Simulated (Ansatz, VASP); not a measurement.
**AlNi: VASP beside Ansatz**

Contents of INCAR:

```
SYSTEM = AlNi
ALGO = Normal
EDIFF = 1E-7
ENCUT = 520
GGA = PS
ISIF = 2
ISMEAR = -1
ISPIN = 2
LASPH = .True.
LCHARG = .False.
LMAXMIX = 4
LORBIT = 11
LREAL = .False.
LWAVE = .False.
MAGMOM = 1 0
NBANDS = 18
NELM = 150
NUPDOWN = 1.0
PREC = Accurate
SIGMA = 0.05
```

KPOINTS

```
k-points
0
Gamma
  8 8 7
  0 0 0
```

Contents of POSCAR:

```
AlNi
1.0
    1.9386940000     -1.9531901500      0.0000000000
    1.9386940000      1.9531901500      0.0000000000
    0.0000000000      0.0000000000      3.0994300413
Ni Al
1 1
Direct
    0.5000000000      0.5000000000      0.5000000000
    0.0000000000      0.0000000000      0.0000000000
```

File input.yaml:

```yaml
crystal:
  lattice:
    - [1.938694, -1.95319015, 0.0]
    - [1.938694, 1.95319015, 0.0]
    - [0.0, 0.0, 3.0994300413]
  atoms:
    - { symbol: Ni, position: [0.5, 0.5, 0.5], spin: 1.0 }
    - { symbol: Al, position: [0.0, 0.0, 0.0] }
hamiltonian:
  xc: pbesol
  pseudopotentials: { kind: paw }
magnetization:
  spin_polarized: true
  initial_magnetization: 1.0
  spin_locking: { lock_magnetization: hard }
kpoints:
  mp_grid: { grid: [8, 8, 7] }
scf:
  occupations: { method: fermi_dirac, width: 0.05 }
  lower_state_search: "off"
output:
  forces: true
  stress: true
  eigenvalues: true
  write_density: true
  write_potential: true
  elf: true
  volumetric_format: npy
```

Alike in both runs: task single point; functional PBEsol; k mesh 8 × 8 × 7; occupations fermi-dirac, width 0.05 eV; collinear spin; fixed moment 1 μB.

|  | VASP | Ansatz |
| --- | --- | --- |
| version | VASP 6.6.1 | Ansatz 0.2.0 |
| potentials or method | VASP PAW PBE potentials, release 64 (Ni, Al) | Ansatz PAW |
| plane-wave cutoff (eV) | 520 | 420 |
| valence electrons in the cell | 13 | 21 |

|  | VASP | Ansatz | Ansatz less VASP |
| --- | --- | --- | --- |
| pressure (GPa) | 4.6 | 4.4 | -0.14 |
| traceless stress, the component that is largest in VASP (GPa) | -4.55 | -4.49 | +0.060 |
| net moment per atom (μB) | 0.50 | 0.50 | 0.000 |
| size of the moment on the site where the two differ most (μB) | 0.07 | 0.10 | +0.037 |

VASP's potentials were made for PBE, not for PBEsol. Site moments also hang on the region over which each program counts them. VASP's potentials hold 13 valence electrons a cell and Ansatz's 21, so a difference there can come from the potentials and not from the codes.
